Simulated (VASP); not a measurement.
# BaS (Fm-3m) in VASP: single point with HSE06

Aim: the single point of BaS with HSE06.

All numbers are computed with VASP 6.6.1; they aren't measurements. Logs are shortened: lines on timing, memory, paths and dates and some standing lists are left out, and cuts for length are marked.

## Step 1: The cell of the first run

Symmetry: Fm-3m, No. 225, cubic system. The conventional cell has a = 6.044 Å, b = 6.044 Å, c = 6.044 Å, α = 90.00°, β = 90.00°, γ = 90.00°. Within 4.0 Å of Ba (site symmetry m-3m) lie 6 S at 3.02 Å. S (site symmetry m-3m) has 6 Ba at 3.02 Å within 4.0 Å.

## Step 2: Single point, HSE06 (strain -5.9%)

The input, POSCAR:

```
BaS
1.0
    0.0000000000      3.0220860497      3.0220860497
    3.0220860497      0.0000000000      3.0220860497
    3.0220860497      3.0220860497      0.0000000000
Ba S
1 1
Direct
    0.0000000000      0.0000000000      0.0000000000
    0.5000000000      0.5000000000      0.5000000000
```

The input, INCAR.step1:

```
ALGO = Normal ; EDIFF = 1E-5
ENCUT = 520 ; GGA = PE
ISIF = 2 ; ISMEAR = 0
LASPH = True ; LCHARG = False
LREAL = False ; LWAVE = True
NBANDS = 15 ; NELM = 80
PREC = Accurate ; SIGMA = 0.01
```

The input, INCAR.step2:

```
ALGO = Normal ; EDIFF = 1E-6
ENCUT = 520 ; GGA = PE
HFSCREEN = 0.2079 ; ISIF = 2
ISMEAR = 0 ; ISTART = 1
LASPH = True ; LCHARG = False
LHFCALC = True ; LREAL = False
LWAVE = False ; NBANDS = 15
NELM = 80 ; PREC = Accurate
PRECFOCK = Normal ; SIGMA = 0.01
```

The input, KPOINTS:

```
k-points
0
Gamma
  6 6 6
```

Potentials or basis: VASP PAW PBE potentials, release 64 (Ba_sv, S).

Run with:

```console
> cat potpaw_PBE.64/Ba_sv/POTCAR potpaw_PBE.64/S/POTCAR > POTCAR
> cp INCAR.step1 INCAR
> mpirun -np 1 vasp_std > vasp.out
> cp INCAR.step2 INCAR
> mpirun -np 1 vasp_std > vasp.out
```

OUTCAR:

```text
EDIFF = 1E-6
   ENCUT = 520
   GGA = PE
   HFSCREEN = 0.2079
   ISIF = 2
   ISMEAR = 0
   ISTART = 1
   LASPH = True
   LHFCALC = True
   LREAL = False
   NELM = 80
   PREC = Accurate
   PRECFOCK = Normal

 ion  position               nearest neighbor table
   1  0.000  0.000  0.000-   2 3.02   2 3.02   2 3.02   2 3.02   2 3.02   2 3.02
   2  0.500  0.500  0.500-   1 3.02   1 3.02   1 3.02   1 3.02   1 3.02   1 3.02

  LATTYP: Found a face centered cubic cell.
 ALAT       =     6.0441720994

  Lattice vectors:

 A1 = (   0.0000000000,   3.0220860497,   3.0220860497)
 A2 = (   3.0220860497,   0.0000000000,   3.0220860497)
 A3 = (   3.0220860497,   3.0220860497,   0.0000000000)

Analysis of symmetry for initial positions (statically):
=====================================================================
 Subroutine PRICEL returns:
 Original cell was already a primitive cell.

 Routine SETGRP: Setting up the symmetry group for a
 face centered cubic supercell.

 Subroutine GETGRP returns: Found 48 space group operations
 (whereof 48 operations were pure point group operations)
 out of a pool of 48 trial point group operations.

The static configuration has the point symmetry O_h .

Analysis of symmetry for dynamics (positions and initial velocities):
=====================================================================
 Subroutine PRICEL returns:
 Original cell was already a primitive cell.

 Routine SETGRP: Setting up the symmetry group for a
 face centered cubic supercell.

 Subroutine GETGRP returns: Found 48 space group operations
 (whereof 48 operations were pure point group operations)
 out of a pool of 48 trial point group operations.

The dynamic configuration has the point symmetry O_h .

 Subroutine INISYM returns: Found 48 space group operations
 (whereof 48 operations are pure point group operations),
 and found     1 'primitive' translations

----------------------------------------------------------------------------------------

                                     Primitive cell

  volume of cell :      55.2014

  direct lattice vectors                    reciprocal lattice vectors
     0.000000000  3.022086050  3.022086050    -0.165448631  0.165448631  0.165448631
     3.022086050  0.000000000  3.022086050     0.165448631 -0.165448631  0.165448631
     3.022086050  3.022086050  0.000000000     0.165448631  0.165448631 -0.165448631

  length of vectors
     4.273875078  4.273875078  4.273875078     0.286565435  0.286565435  0.286565435

  position of ions in fractional coordinates (direct lattice)
     0.000000000  0.000000000  0.000000000
     0.500000000  0.500000000  0.500000000

  ion indices of the primitive-cell ions
   primitive index   ion index
                 1           1
                 2           2

----------------------------------------------------------------------------------------

 KPOINTS: k-points

Automatic generation of k-mesh.
 Grid dimensions read from file:
 generate k-points for:    6    6    6

 Generating k-lattice:

  Cartesian coordinates                     Fractional coordinates (reciprocal lattice)
    -0.027574772  0.027574772  0.027574772     0.166666667  0.000000000  0.000000000
     0.027574772 -0.027574772  0.027574772     0.000000000  0.166666667  0.000000000
     0.027574772  0.027574772 -0.027574772     0.000000000  0.000000000  0.166666667

  Length of vectors
     0.047760906  0.047760906  0.047760906

  Shift w.r.t. Gamma in fractional coordinates (k-lattice)
     0.000000000  0.000000000  0.000000000

 Subroutine IBZKPT returns following result:
 ===========================================

 Found     16 irreducible k-points:

 Following reciprocal coordinates:
            Coordinates               Weight
  0.000000  0.000000  0.000000      1.000000
  0.166667  0.000000  0.000000      8.000000
  0.333333  0.000000  0.000000      8.000000
  0.500000  0.000000  0.000000      4.000000
  0.166667  0.166667  0.000000      6.000000
  0.333333  0.166667  0.000000     24.000000
[... 8 lines left out ...]
 -0.333333  0.333333  0.166667     24.000000
 -0.333333  0.500000  0.166667     12.000000
   k-points           NKPTS =     16   k-points in BZ     NKDIM =    216   number of bands    NBANDS=     15
   number of dos      NEDOS =    301   number of ions     NIONS =      2
   total plane-waves  NPLWV =  32768
   dimension x,y,z NGX =    32 NGY =   32 NGZ =   32
   dimension x,y,z NGXF=    64 NGYF=   64 NGZF=   64
   ions per type =               1   1
   NGX,Y,Z   is equivalent  to a cutoff of  12.45, 12.45, 12.45 a.u.
   NGXF,Y,Z  is equivalent  to a cutoff of  24.89, 24.89, 24.89 a.u.
 SYSTEM =  unknown system
   PREC   = accura    normal or accurate (medium, high low for compatibility)
   ISTART =      1    job   : 0-new  1-cont  2-samecut
   ICHARG =      0    charge: 1-file 2-atom 10-const
   ISPIN  =      1    spin polarized calculation?
   LNONCOLLINEAR =      F non collinear calculations
   LSORBIT =      F    spin-orbit coupling
   LASPH  =      T    aspherical Exc in radial PAW
   ENCUT  =  520.0 eV  38.22 Ry    6.18 a.u.   7.95  7.95  7.95*2*pi/ulx,y,z
   NELM   =     80;   NELMIN=  2; NELMDL=  0     # of ELM steps
   EDIFF  = 0.1E-05   stopping-criterion for ELM
   LREAL  =      F    real-space projection
   EDIFFG = 0.1E-04   stopping-criterion for IOM
   NSW    =      0    number of steps for IOM
   IBRION =     -1    ionic relax: 0-MD 1-quasi-New 2-CG
   NFREE  =      0    steps in history (QN), initial steepest desc. (CG)
   ISIF   =      2    stress and relaxation
   ISYM   =      3    0-nonsym 1-usesym 2-fastsym
   POTIM  = 0.5000    time-step for ionic-motion
   TEBEG  =    0.0;   TEEND  =   0.0 temperature during run
   PSTRESS=    0.0 pullay stress
   NELECT =      16.0000    total number of electrons
   NUPDOWN=      -1.0000    fix difference up-down
   EMIN   =  10.00;   EMAX   =-10.00  energy-range for DOS
   EFERMI =   0.00;   METHOD = LEGACY
   ISMEAR =     0;   SIGMA  =   0.01  broadening in eV -4-tet -1-fermi 0-gaus
   EFERMI_NEDOS =   21; number of points for ismear=-14 and -15
   IALGO  =     38    algorithm
   IMIX   =      1    mixing-type and parameters
     AMIX     =   0.40;   BMIX     =  1.00
     AMIX_MAG =   1.60;   BMIX_MAG =  1.00
  volume/ion in A,a.u.               =      27.60       186.26
  Fermi-wavevector in a.u.,A,eV,Ry     =   1.083423  2.047372 15.970588  1.173805
  Thomas-Fermi vector in A             =   2.219488
   LORBIT       =      0    0 simple, 1 ext, 2 COOP (PROOUT), +10 PAW based schemes
   GGA     = PE    functional components
   LHFCALC =     T    Hartree Fock is set to
   PRECFOCK=normal    Normal, Fast or Accurate (Low or Medium for compatibility)
   ENCUT4O =  -1.0   cutoff for four orbital integrals eV
   NKREDX  =     1    reduce k-point grid by
   NKREDY  =     1    reduce k-point grid by
   NKREDZ  =     1    reduce k-point grid by
   AEXX    =    0.2500 exact exchange contribution
   HFSCREEN=    0.2079 screening length (either q_TF or 0.3 A-1)
   HFSCREENC=   0.2079 screening length for correlation (either q_TF or 0.3 A-1)
   ENCUTFOCK=  -1.0 apply spherical cutoff to Coloumb kernel
   IVDW    =     0    specifies the selected vdW correction
   LEPSILON=     F    determine dielectric tensor
   LRPA    =     F    only Hartree local field effects (RPA)
 non-spin polarized calculation
 Gauss-broadening in eV      SIGMA  =   0.01
  energy-cutoff  :      520.00
  volume of cell :       55.20
 maximum number of plane-waves:      1524
  NGX = 24; NGY = 24; NGZ = 24

 number of electron      16.0000001 magnetization

 Free energy of the ion-electron system (eV)
  ---------------------------------------------------
  ext. energy  EPLUGINS =         0.00000000
  ---------------------------------------------------
  free energy    TOTEN  =       -11.17378682 eV

  energy without entropy =      -11.17378682  energy(sigma->0) =      -11.17378682

 E-fermi :   1.8903     XC(G=0):  -7.7658

 val. band max:        1.7484302640   @ k =   0.0000   0.0000   0.0000
 cond. band min:       4.3861149728   @ k =   0.5000   0.5000   0.0000
 fundamental gap:      2.6376847087
 Fermi energy:         1.8903240101

 k-point     1 :       0.0000    0.0000    0.0000
  band No.  band energies     occupation
      1     -25.6063      2.00000
      2      -9.9837      2.00000
      3      -9.5572      2.00000
      4      -9.5572      2.00000
      5      -9.5572      2.00000
      6       1.7484      2.00000
      7       1.7484      2.00000
      8       1.7484      2.00000
      9       6.6167      0.00000
     10       6.6167      0.00000
     11       6.6167      0.00000
     12       7.2676      0.00000
     13       7.7505      0.00000
     14       7.7505      0.00000
     15      11.7929      0.00000

 k-point     2 :       0.1667    0.0000    0.0000
  band No.  band energies     occupation
      1     -25.5779      2.00000
      2     -10.8775      2.00000
      3      -9.5697      2.00000
      4      -9.5697      2.00000
      5      -8.6369      2.00000
      6       0.9528      2.00000
      7       1.2487      2.00000
      8       1.2487      2.00000
      9       6.7142      0.00000
     10       7.1393      0.00000
     11       7.1393      0.00000
     12       8.3566      0.00000
     13       8.8142      0.00000
     14       8.8142      0.00000
     15      13.1374      0.00000

 k-point     3 :       0.3333    0.0000    0.0000
  band No.  band energies     occupation
      1     -25.5201      2.00000
      2     -11.6610      2.00000
      3      -9.5939      2.00000
      4      -9.5939      2.00000
      5      -7.7862      2.00000
      6      -0.2430      2.00000
      7       0.4943      2.00000
      8       0.4943      2.00000
      9       7.4428      0.00000
     10       8.5617      0.00000
     11       8.5617      0.00000
     12       9.9379      0.00000
     13      11.1886      0.00000
     14      11.1886      0.00000
     15      14.7576      0.00000

 k-point     4 :       0.5000    0.0000    0.0000
  band No.  band energies     occupation
      1     -25.4908      2.00000
      2     -11.9504      2.00000
      3      -9.6056      2.00000
      4      -9.6056      2.00000
      5      -7.4532      2.00000
      6      -0.7485      2.00000
      7       0.1869      2.00000
      8       0.1869      2.00000
      9       8.9251      0.00000
     10       9.0622      0.00000
     11       9.9603      0.00000
     12       9.9603      0.00000
     13      12.3789      0.00000
     14      12.3789      0.00000
     15      13.5708      0.00000
[... 163 lines left out ...]
 k-point    14 :       0.5000    0.3333    0.1667
  band No.  band energies     occupation
      1     -25.4844      2.00000
      2     -11.3964      2.00000
      3      -9.9827      2.00000
      4      -9.7798      2.00000
      5      -8.2627      2.00000
      6       0.1432      2.00000
      7       0.6449      2.00000
      8       1.3982      2.00000
      9       6.1268      0.00000
     10       9.0371      0.00000
     11       9.7552      0.00000
     12      10.0109      0.00000
     13      11.2743      0.00000
     14      12.8531      0.00000
     15      13.6465      0.00000

 k-point    15 :      -0.3333    0.3333    0.1667
  band No.  band energies     occupation
      1     -25.4657      2.00000
      2     -11.3857      2.00000
      3     -10.0907      2.00000
      4      -9.9197      2.00000
      5      -8.2369      2.00000
      6       0.0604      2.00000
      7       0.9714      2.00000
      8       1.0994      2.00000
      9       7.4087      0.00000
     10       7.5570      0.00000
     11      10.5881      0.00000
     12      10.8355      0.00000
     13      11.2326      0.00000
     14      13.3158      0.00000
     15      14.2278      0.00000

 k-point    16 :      -0.3333    0.5000    0.1667
  band No.  band energies     occupation
      1     -25.4577      2.00000
      2     -10.8893      2.00000
      3     -10.3781      2.00000
      4     -10.0888      2.00000
      5      -8.6844      2.00000
      6       0.5663      2.00000
      7       1.3931      2.00000
      8       1.4618      2.00000
      9       5.7922      0.00000
     10       8.7961      0.00000
     11       9.9299      0.00000
     12      10.8379      0.00000
     13      11.5474      0.00000
     14      12.6268      0.00000
     15      14.1060      0.00000

------------------------ aborting loop because EDIFF is reached ----------------------------------------

  FORCE on cell =-STRESS in cart. coord.  units (eV):
  Direction    XX          YY          ZZ          XY          YZ          ZX
  --------------------------------------------------------------------------------------
  -------------------------------------------------------------------------------------
  Total        4.2959392      4.2959392      4.2959392     -0.0000000      0.0000000     -0.0000000
  in kB      124.6861551    124.6861551    124.6861551     -0.0000000      0.0000000     -0.0000000
  external PRESSURE =     124.6861551 kB  Pullay stress =       0.0000000 kB

 VOLUME and BASIS-vectors are now :
 -----------------------------------------------------------------------------
  energy-cutoff  :      520.00
  volume of cell :       55.20
      direct lattice vectors                 reciprocal lattice vectors
     0.000000000  3.022086050  3.022086050    -0.165448631  0.165448631  0.165448631
     3.022086050  0.000000000  3.022086050     0.165448631 -0.165448631  0.165448631
     3.022086050  3.022086050  0.000000000     0.165448631  0.165448631 -0.165448631

 POSITION                                       TOTAL-FORCE (eV/Angst)
 -----------------------------------------------------------------------------------
      0.00000      0.00000      0.00000         0.000000      0.000000     -0.000000
      3.02209      3.02209      3.02209        -0.000000     -0.000000      0.000000
 -----------------------------------------------------------------------------------
    total drift:                                0.000000      0.000000      0.000000

  FREE ENERGIE OF THE ION-ELECTRON SYSTEM (eV)
  ---------------------------------------------------
  free  energy   TOTEN  =       -11.1737868164 eV

  energy  without entropy=      -11.1737868164  energy(sigma->0) =      -11.17378682
```

Run time: 31 min. Hardware: 1 thread of Intel Xeon 8259CL, shared host; peak memory 0.31 GiB.

What came out:

```
Free energy            : -11.1738 eV
Pressure               : 12.5 GPa
Band gap on the k mesh : 2.64 eV (least direct gap 2.65 eV)
```

Caveat: the cell differs from its parent crystal (strain -5.9%); the cell stands under pressure; the PAW data sets were made with another functional, which shifts forces and pressure a little; spin-orbit coupling is left out, which moves the levels of the heavy elements. A k mesh can miss the band edges.
